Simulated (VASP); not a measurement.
A run of VASP 6.6.1 is set up as follows.

The input INCAR:

```
SYSTEM = W3O
PREC     = Accurate       ! precision mode
ENCUT    = 520            ! plane-wave cutoff, eV
EDIFF    = 1E-7           ! SCF threshold, eV
ISMEAR   = 0              ! smearing method
SIGMA    = 0.15           ! smearing width, eV
LREAL    = .FALSE.        ! projectors in reciprocal space
LASPH    = .TRUE.         ! aspherical terms in the spheres
NELM     = 80             ! most SCF steps
ALGO     = Normal         ! electronic algorithm
ISIF     = 2              ! what is computed and relaxed
LWAVE    = .FALSE.        ! write WAVECAR
LCHARG   = .TRUE.         ! write CHGCAR
GGA      = PS             ! functional
LELF     = .TRUE.         ! ELF
LVHAR    = .TRUE.       
NBANDS   = 58             ! bands
```

File KPOINTS:

```
Automatic mesh
0
G
  8 8 8
  0 0 0
```

The input POSCAR:

```
W3O
1.0
    4.8313496810      0.0000000000      0.0000000000
    0.0000000000      4.8313496810      0.0000000000
    0.0000000000      0.0000000000      4.8313496810
W O
6 2
Direct
    0.5000000000      0.7525872687      0.0000000000
    0.0000000000      0.5025872687      0.7500000000
    0.2500000000      0.0025872687      0.5000000000
    0.5000000000      0.2525872687      0.0000000000
    0.0000000000      0.5025872687      0.2500000000
    0.7500000000      0.0025872687      0.5000000000
    0.5000000000      0.5000000000      0.5000000000
    0.0000000000      0.0000000000      0.0000000000
```

Potentials or basis: VASP PAW PBE potentials, release 64 (W_sv, O).

Run with:

```sh
$ cat potpaw_PBE.64/W_sv/POTCAR potpaw_PBE.64/O/POTCAR > POTCAR
$ mpirun -np 1 vasp_std > vasp.out
```

Task: Predict the largest force.

Result: 0.054 eV/Å.

Task: Predict the band gap on the k mesh.

Result: Zero (bands 48 and 49 overlap by 0.95 eV).

Task: What does it give for the pressure?

Result: 1.0 GPa.

Forces on the atoms (eV/Å):
```
W    0.000  0.014  0.000
W    0.000  0.020  0.000
W    0.000  0.020  0.000
W    0.000  0.014  0.000
W    0.000  0.020  0.000
W    0.000  0.020  0.000
O    0.000 -0.054  0.000
O    0.000 -0.054  0.000
```

Caveat: the cell differs from its parent crystal (all W atoms moved +0.013 Å, as atom 1 along Cartesian [0 1 0]); the PAW data sets were made with another functional, which shifts forces and pressure a little; spin-orbit coupling is left out, which moves the levels of the heavy elements.
